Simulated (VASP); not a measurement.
# ZnO (P6_3mc) in VASP: further runs, part 2 of 2

VASP 6.6.1. Earlier steps stand in the parts before.

## (3) Single point, PBEsol

This run uses another cell than the first one, of 11.09 Å³/atom.

Contents of INCAR:

```
PREC = Accurate ; ENCUT = 1340
EDIFF = 1E-6 ; ISMEAR = 0
SIGMA = 0.01 ; LREAL = False
LASPH = True ; NELM = 120
ALGO = Normal ; ISIF = 2
LWAVE = False ; LCHARG = False
GGA = PS ; NBANDS = 26
GGA_COMPAT = False
```

Contents of KPOINTS:

```
regular mesh
0
Gamma
  8 8 4
```

Contents of POSCAR:

```
ZnO
1.0
    3.1656096103      0.0000000000      0.0000000000
   -1.5828048051      2.7414983410      0.0000000000
    0.0000000000      0.0000000000      5.1107264461
Zn O
2 2
Direct
    0.3333333333      0.6666666667      0.5000968684
    0.6666666667      0.3333333333      0.0000968684
    0.6666666667      0.3333333333      0.3789131316
    0.3333333333      0.6666666667      0.8789131316
```

Potentials or basis: VASP PAW PBE potentials, release 64 (Zn, O_h).

Command:

```console
cat potpaw_PBE.64/Zn/POTCAR potpaw_PBE.64/O_h/POTCAR > POTCAR
mpirun -np 1 vasp_std > vasp.out
```

OUTCAR:

```text
PREC = Accurate
   ENCUT = 1340
   EDIFF = 1E-6
   ISMEAR = 0
   LREAL = False
   LASPH = True
   NELM = 120
   ISIF = 2
   GGA = PS

 ion  position               nearest neighbor table
   1  0.333  0.667  0.500-   3 1.93   3 1.93   3 1.93   4 1.94
   2  0.667  0.333  0.000-   4 1.93   4 1.93   4 1.93   3 1.94
   3  0.667  0.333  0.379-   1 1.93   1 1.93   1 1.93   2 1.94
   4  0.333  0.667  0.879-   2 1.93   2 1.93   2 1.93   1 1.94

  LATTYP: Found a hexagonal cell.
 ALAT       =     3.1656096103
 C/A-ratio  =     1.6144525306

  Lattice vectors:

 A1 = (   3.1656096103,   0.0000000000,   0.0000000000)
 A2 = (  -1.5828048051,   2.7414983410,   0.0000000000)
 A3 = (   0.0000000000,   0.0000000000,   5.1107264461)

Analysis of symmetry for initial positions (statically):
=====================================================================
 Subroutine PRICEL returns:
 Original cell was already a primitive cell.

 Routine SETGRP: Setting up the symmetry group for a
 hexagonal supercell.

 Subroutine GETGRP returns: Found 12 space group operations
 (whereof  6 operations were pure point group operations)
 out of a pool of 24 trial point group operations.

The static configuration has the point symmetry C_3v.
 The point group associated with its full space group is C_6v.

Analysis of symmetry for dynamics (positions and initial velocities):
=====================================================================
 Subroutine PRICEL returns:
 Original cell was already a primitive cell.

 Routine SETGRP: Setting up the symmetry group for a
 hexagonal supercell.

 Subroutine GETGRP returns: Found 12 space group operations
 (whereof  6 operations were pure point group operations)
 out of a pool of 24 trial point group operations.

The dynamic configuration has the point symmetry C_3v.
 The point group associated with its full space group is C_6v.

 Subroutine INISYM returns: Found 12 space group operations
 (whereof  6 operations are pure point group operations),
 and found     1 'primitive' translations

----------------------------------------------------------------------------------------

                                     Primitive cell

  volume of cell :      44.3535

  direct lattice vectors                    reciprocal lattice vectors
     3.165609610  0.000000000  0.000000000     0.315894922  0.182382018  0.000000000
    -1.582804805  2.741498341  0.000000000     0.000000000  0.364764036  0.000000000
     0.000000000  0.000000000  5.110726446     0.000000000  0.000000000  0.195666900

  length of vectors
     3.165609610  3.165609610  5.110726446     0.364764036  0.364764036  0.195666900

  position of ions in fractional coordinates (direct lattice)
     0.333333333  0.666666667  0.500096868
     0.666666667  0.333333333  0.000096868
     0.666666667  0.333333333  0.378913132
     0.333333333  0.666666667  0.878913132

  ion indices of the primitive-cell ions
   primitive index   ion index
                 1           1
                 2           2
                 3           3
                 4           4

----------------------------------------------------------------------------------------

 KPOINTS: regular mesh

Automatic generation of k-mesh.
 Grid dimensions read from file:
 generate k-points for:    8    8    4

 Generating k-lattice:

  Cartesian coordinates                     Fractional coordinates (reciprocal lattice)
     0.039486865  0.022797752  0.000000000     0.125000000 -0.000000000  0.000000000
     0.000000000  0.045595505  0.000000000     0.000000000  0.125000000  0.000000000
     0.000000000  0.000000000  0.048916725     0.000000000  0.000000000  0.250000000

  Length of vectors
     0.045595505  0.045595505  0.048916725

  Shift w.r.t. Gamma in fractional coordinates (k-lattice)
     0.000000000  0.000000000  0.000000000

 Subroutine IBZKPT returns following result:
 ===========================================

 Found     30 irreducible k-points:

 Following reciprocal coordinates:
            Coordinates               Weight
  0.000000  0.000000  0.000000      1.000000
  0.125000  0.000000  0.000000      6.000000
  0.250000  0.000000  0.000000      6.000000
  0.375000 -0.000000  0.000000      6.000000
  0.500000  0.000000  0.000000      3.000000
  0.125000  0.125000  0.000000      6.000000
[... 16 lines left out ...]
  0.250000  0.000000  0.500000      6.000000
  0.375000 -0.000000  0.500000      6.000000
 [... further k-points ...]
   k-points           NKPTS =     30   k-points in BZ     NKDIM =     30   number of bands    NBANDS=     26
   number of dos      NEDOS =    301   number of ions     NIONS =      4
   total plane-waves  NPLWV = 102400
   dimension x,y,z NGX =    40 NGY =   40 NGZ =   64
   dimension x,y,z NGXF=    80 NGYF=   80 NGZF=  128
   ions per type =               2   2
   NGX,Y,Z   is equivalent  to a cutoff of  21.01, 21.01, 20.82 a.u.
   NGXF,Y,Z  is equivalent  to a cutoff of  42.01, 42.01, 41.64 a.u.
 SYSTEM =  unknown system
   PREC   = accura    normal or accurate (medium, high low for compatibility)
   ISTART =      0    job   : 0-new  1-cont  2-samecut
   ICHARG =      2    charge: 1-file 2-atom 10-const
   ISPIN  =      1    spin polarized calculation?
   LNONCOLLINEAR =      F non collinear calculations
   LSORBIT =      F    spin-orbit coupling
   LASPH  =      T    aspherical Exc in radial PAW
   ENCUT  = 1340.0 eV  98.49 Ry    9.92 a.u.   9.45  9.45 15.25*2*pi/ulx,y,z
   NELM   =    120;   NELMIN=  2; NELMDL= -5     # of ELM steps
   EDIFF  = 0.1E-05   stopping-criterion for ELM
   LREAL  =      F    real-space projection
   EDIFFG = 0.1E-04   stopping-criterion for IOM
   NSW    =      0    number of steps for IOM
   IBRION =     -1    ionic relax: 0-MD 1-quasi-New 2-CG
   NFREE  =      0    steps in history (QN), initial steepest desc. (CG)
   ISIF   =      2    stress and relaxation
   ISYM   =      2    0-nonsym 1-usesym 2-fastsym
   POTIM  = 0.5000    time-step for ionic-motion
   TEBEG  =    0.0;   TEEND  =   0.0 temperature during run
   PSTRESS=    0.0 pullay stress
   NELECT =      36.0000    total number of electrons
   NUPDOWN=      -1.0000    fix difference up-down
   EMIN   =  10.00;   EMAX   =-10.00  energy-range for DOS
   EFERMI =   0.00;   METHOD = LEGACY
   ISMEAR =     0;   SIGMA  =   0.01  broadening in eV -4-tet -1-fermi 0-gaus
   EFERMI_NEDOS =   21; number of points for ismear=-14 and -15
   IALGO  =     38    algorithm
   IMIX   =      4    mixing-type and parameters
     AMIX     =   0.40;   BMIX     =  1.00
     AMIX_MAG =   1.60;   BMIX_MAG =  1.00
  volume/ion in A,a.u.               =      11.09        74.83
  Fermi-wavevector in a.u.,A,eV,Ry     =   1.527096  2.885793 31.729088  2.332022
  Thomas-Fermi vector in A             =   2.635039
   LORBIT       =      0    0 simple, 1 ext, 2 COOP (PROOUT), +10 PAW based schemes
   GGA     = PS    functional components
   LHFCALC =     F    Hartree Fock is set to
   AEXX    =    0.0000 exact exchange contribution
   IVDW    =     0    specifies the selected vdW correction
   LEPSILON=     F    determine dielectric tensor
   LRPA    =     F    only Hartree local field effects (RPA)
 non-spin polarized calculation
 Gauss-broadening in eV      SIGMA  =   0.01
  energy-cutoff  :     1340.00
  volume of cell :       44.35
 maximum number of plane-waves:      4968
 NGX is ok and might be reduce to    40
   NGX = 19   NGY = 19   NGZ = 31

 number of electron      36.0000001 magnetization

 Free energy of the ion-electron system (eV)
  ---------------------------------------------------
  ext. energy  EPLUGINS =         0.00000000
  ---------------------------------------------------
  free energy    TOTEN  =       -19.32010481 eV

  energy without entropy =      -19.32010481  energy(sigma->0) =      -19.32010481

 E-fermi :   2.1291     XC(G=0): -11.5751

 val. band max:        2.0728867328   @ k =   0.0000   0.0000   0.0000
 cond. band min:       2.8493131088   @ k =   0.0000   0.0000   0.0000
 fundamental gap:      0.7764263759
 Fermi energy:         2.1291246502

 k-point     1 :       0.0000    0.0000    0.0000
  band No.  band energies     occupation
      1     -16.5807      2.00000
      2     -15.7251      2.00000
      3      -4.2433      2.00000
      4      -4.0301      2.00000
      5      -4.0301      2.00000
      6      -3.9812      2.00000
[... 685 lines left out ...]
     25      16.0723      0.00000
     26      16.0723      0.00000

 [... further k-points ...]

------------------------ aborting loop because EDIFF is reached ----------------------------------------

  FORCE on cell =-STRESS in cart. coord.  units (eV):
  Direction    XX          YY          ZZ          XY          YZ          ZX
  --------------------------------------------------------------------------------------
  -------------------------------------------------------------------------------------
  Total        3.0479201      3.0479201      3.0502040      0.0000000      0.0000000      0.0000000
  in kB      110.0997118    110.0997118    110.1822129      0.0000000      0.0000000      0.0000000
  external PRESSURE =     110.1272121 kB  Pullay stress =       0.0000000 kB

 VOLUME and BASIS-vectors are now :
 -----------------------------------------------------------------------------
  energy-cutoff  :     1340.00
  volume of cell :       44.35
      direct lattice vectors                 reciprocal lattice vectors
     3.165609610  0.000000000  0.000000000     0.315894922  0.182382018  0.000000000
    -1.582804805  2.741498341  0.000000000     0.000000000  0.364764036  0.000000000
     0.000000000  0.000000000  5.110726446     0.000000000  0.000000000  0.195666900

 POSITION                                       TOTAL-FORCE (eV/Angst)
 -----------------------------------------------------------------------------------
     -0.00000      1.82767      2.55586        -0.000000      0.000000      0.000850
      1.58280      0.91383      0.00050         0.000000     -0.000000      0.000850
      1.58280      0.91383      1.93652         0.000000      0.000000     -0.000850
     -0.00000      1.82767      4.49188        -0.000000      0.000000     -0.000850
 -----------------------------------------------------------------------------------
    total drift:                                0.000000     -0.000000     -0.000626

  FREE ENERGIE OF THE ION-ELECTRON SYSTEM (eV)
  ---------------------------------------------------
  free  energy   TOTEN  =       -19.3201048061 eV

  energy  without entropy=      -19.3201048061  energy(sigma->0) =      -19.32010481
```

stdout:

```text
POSCAR found type information on POSCAR ZnO
 POSCAR found :  2 types and       4 ions
 scaLAPACK will be used
 -----------------------------------------------------------------------------
|                                                                             |
|                                                                             |
|     You enforced a specific xc type in the INCAR file but a different       |
|     I HOPE YOU KNOW WHAT YOU ARE DOING!                                     |
|                                                                             |
 -----------------------------------------------------------------------------

 LDA part: xc-table for (Slater+PW92), standard interpolation
 POSCAR, INCAR and KPOINTS ok, starting setup
 FFT: planning ... GRIDC
 FFT: planning ... GRID_SOFT
 FFT: planning ... GRID
 WAVECAR not read
 entering main loop
```

Run time: 84 s. Hardware: 1 thread of Intel Xeon Platinum 8375C at 2.90GHz (Ice Lake), shared host; peak memory 0.38 GiB.

What came out:

```yaml
Free_energy: -19.3201 eV
Pressure: 11.0 GPa
Band_gap_on_the_k_mesh: 0.78 eV
```

Caveat: the cell stands under pressure; semilocal functionals underestimate gaps, and a narrow one can read as zero; the PAW data sets were made with another functional, which shifts forces and pressure a little.
